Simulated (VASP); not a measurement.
A run of VASP 6.6.1 is set up as follows.

The input INCAR:

```
PREC = Accurate ; ENCUT = 600
EDIFF = 1E-6 ; ISMEAR = 0
SIGMA = 0.1 ; LREAL = False
LASPH = True ; NELM = 100
ALGO = Normal ; ISIF = 3
LWAVE = False ; LCHARG = False
GGA = PS ; IBRION = 2
NSW = 100 ; EDIFFG = -0.005
```

File KPOINTS:

```
regular mesh
0
Gamma
  18 18 18
```

Contents of POSCAR:

```
Au
1.0
    0.0000000000     -2.0455000000     -2.0455000000
    2.0455000000      0.0000000000     -2.0455000000
    2.0455000000     -2.0455000000      0.0000000000
Au
1
Direct
    0.0000000000      0.0000000000      0.0000000000
```

Potentials or basis: VASP PAW PBE potentials, release 64 (Au).

Command:

```bash
$ cat potpaw_PBE.64/Au/POTCAR > POTCAR
$ mpirun -np 1 vasp_std > vasp.out
```

**Question.** What does it give for the relaxed volume?

**Answer.** 17.01 Å³/atom.

**Question.** Estimate the relaxed cell.

**Answer.** a = 2.887 Å, b = 2.887 Å, c = 2.887 Å, α = 60.00°, β = 60.00°, γ = 60.00°.

Final structure:
```xyz
1
Lattice="0.0000 -2.0411 -2.0411 2.0411 0.0000 -2.0411 2.0411 -2.0411 0.0000" Properties=species:S:1:pos:R:3 pbc="T T T"
Au    0.0000    0.0000    0.0000
```

Caveat: the PAW data sets were made with another functional, which shifts forces and pressure a little.
